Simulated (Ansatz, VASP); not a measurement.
## Tl2H: VASP beside Ansatz

```
CELL_PARAMETERS angstrom
0.00000 5.19111 5.19111
5.19111 0.00000 5.19111
5.19111 5.19111 0.00000
ATOMIC_POSITIONS crystal
Tl 0.12500 0.12500 0.12500
Tl 0.62500 0.12500 0.12500
Tl 0.12500 0.12500 0.62500
Tl 0.12500 0.62500 0.12500
H 0.00000 0.00000 0.00000
H 0.25000 0.25000 0.25000
```

Alike in both runs: functional PBE; k mesh 6 × 6 × 6; occupations gaussian, width 0.1 eV; no spin polarisation.

Ansatz relaxed the structure, and its values are those at the end. VASP's run is a single point on that final structure, the one shown.

|  | VASP | Ansatz |
| --- | --- | --- |
| version | VASP 6.6.1 | Ansatz 0.2.0 |
| potentials or method | VASP PAW PBE potentials, release 64 (Tl_d, H), cutoff 520 eV | scalar-relativistic, plane waves, PAW |
| valence electrons in the cell | 54 | 54 |

```csv
,VASP,Ansatz,Ansatz less VASP
gap on the k mesh at the Fermi level (eV),none,none,-
pressure (GPa),0.0,0.0,+0.05
```

A gap of «none» marks a metal or a gap that the smearing closes. Ansatz's warnings: xc potential rough in thin density.

Neither program's run includes spin-orbit coupling.
